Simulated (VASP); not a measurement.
A run of VASP 6.6.1:

File INCAR:

```
PREC = Accurate
ENCUT = 520
EDIFF = 1E-6
ISMEAR = -1
SIGMA = 0.05
LREAL = F
LASPH = T
NELM = 60
ALGO = Normal
ISIF = 2
LWAVE = F
LCHARG = F
GGA = PE
NBANDS = 26
```

Contents of KPOINTS:

```
regular mesh
0
Gamma
  9 9 4
```

The input POSCAR:

```
ZnO
1.0
    3.2658996001      0.0000000000      0.0000000000
   -1.6329498000      2.8283520199      0.0000000000
    0.0000000000      0.0000000000      7.0825845970
Zn O
2 2
Direct
    0.0000000000      0.0000000000      0.2500000000
    0.0000000000      0.0000000000      0.7500000000
    0.6666666667      0.3333333333      0.7500000000
    0.3333333333      0.6666666667      0.2500000000
```

Potentials or basis: VASP PAW PBE potentials, release 64 (Zn, O).

Launch:

```sh
$ cat potpaw_PBE.64/Zn/POTCAR potpaw_PBE.64/O/POTCAR > POTCAR
$ mpirun -np 1 vasp_std > vasp.out
```

Hardware: 1 thread of Intel(R) Xeon(R) Platinum 8559C (Emerald Rapids) (shared host).

Q: How long does it take, and how much memory?

A: Run time: 35 s on 1 thread of Intel(R) Xeon(R) Platinum 8559C (Emerald Rapids), with other jobs on the host, peak memory 0.2 GiB. Counts: scf iterations 15, k points 36.
